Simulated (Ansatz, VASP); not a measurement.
**TaTl: VASP beside Ansatz**

```
Ta Tl
1.0
     3.40131    0.00000    0.00000
     0.00000    3.40131    0.00000
     0.00000    0.00000    4.20287
Ta Tl
1 1
Direct
  0.50000 0.50000 0.50000
  0.00000 0.00000 0.00000
```

Change from the starting cell: volume scaled by 0.94.

Alike in both runs: task single point; functional PBE; k mesh 8 × 8 × 6; occupations fermi-dirac, width 0.05 eV; no spin polarisation.

|  | VASP | Ansatz |
| --- | --- | --- |
| version | VASP 6.6.1 | Ansatz 0.2.0 |
| potentials or method | VASP PAW PBE potentials, release 64 (Ta_pv, Tl_d), cutoff 520 eV | all-electron LAPW, scalar-relativistic |

```csv
,VASP,Ansatz,Ansatz less VASP
gap on the k mesh at the Fermi level (eV),none,none,-
pressure (GPa),-14.0,-13.9,+0.10
"traceless stress, the component that is largest in VASP (GPa)",4.45,4.47,+0.019
```

A gap of «none» marks a metal or a gap that the smearing closes. Ansatz ran all-electron here, and VASP with PAW potentials.

Spin-orbit coupling is off throughout.
